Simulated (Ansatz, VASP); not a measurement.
# TePd in VASP and in Ansatz

Contents of INCAR:

```
PREC = Accurate
ENCUT = 520
EDIFF = 1E-6
ISMEAR = -1
SIGMA = 0.1
LREAL = F
LASPH = T
NELM = 100
ALGO = Normal
ISIF = 2
LWAVE = F
LCHARG = F
GGA = CA
NBANDS = 15
```

Contents of KPOINTS:

```
regular mesh
0
Gamma
  12 12 12
```

The input POSCAR:

```
TePd
1.0
    0.0000000000      2.8458713334      2.8458713334
    2.8458713334      0.0000000000      2.8458713334
    2.8458713334      2.8458713334      0.0000000000
Pd Te
1 1
Direct
    0.0000000000      0.0000000000      0.0000000000
    0.2500000000      0.2500000000      0.2500000000
```

Input for Ansatz:

```yaml
crystal:
  lattice:
    - [0.0, 2.8458713334, 2.8458713334]
    - [2.8458713334, 0.0, 2.8458713334]
    - [2.8458713334, 2.8458713334, 0.0]
  atoms:
    - { symbol: Pd, position: [0.0, 0.0, 0.0] }
    - { symbol: Te, position: [0.25, 0.25, 0.25] }
kpoints:
  mp_grid: { grid: [12, 12, 12] }
scf:
  occupations: { method: fermi_dirac, width: 0.1 }
hamiltonian:
  xc: lda
  pseudopotentials: { kind: paw }
output:
  forces: true
  stress: true
  eigenvalues: true
  populations: true
  write_density: true
  write_potential: true
  elf: true
  volumetric_format: npy
```

Change from the starting cell: volume scaled by 0.9, PAW files.

Alike in both runs: task single point; functional LDA; k mesh 12 × 12 × 12; occupations fermi-dirac, width 0.1 eV; no spin polarisation.

|  | VASP | Ansatz |
| --- | --- | --- |
| version | VASP 6.6.1 | Ansatz 0.2.0 |
| potentials or method | VASP PAW LDA potentials, release 64 (Pd, Te) | PAW with Ansatz's default frozen-core files, scalar-relativistic |
| plane-wave cutoff (eV) | 520 | 420 |
| valence electrons in the cell | 16 | 34 |

|  | VASP | Ansatz | Ansatz less VASP |
| --- | --- | --- | --- |
| pressure (GPa) | 12.2 | 12.1 | -0.04 |

LDA's correlation is that of Perdew and Zunger in VASP and of Perdew and Wang (1992) in Ansatz. VASP's potentials hold 16 valence electrons a cell and Ansatz's 34, so a difference there can come from the potentials and not from the codes.

Spin-orbit coupling is off throughout.
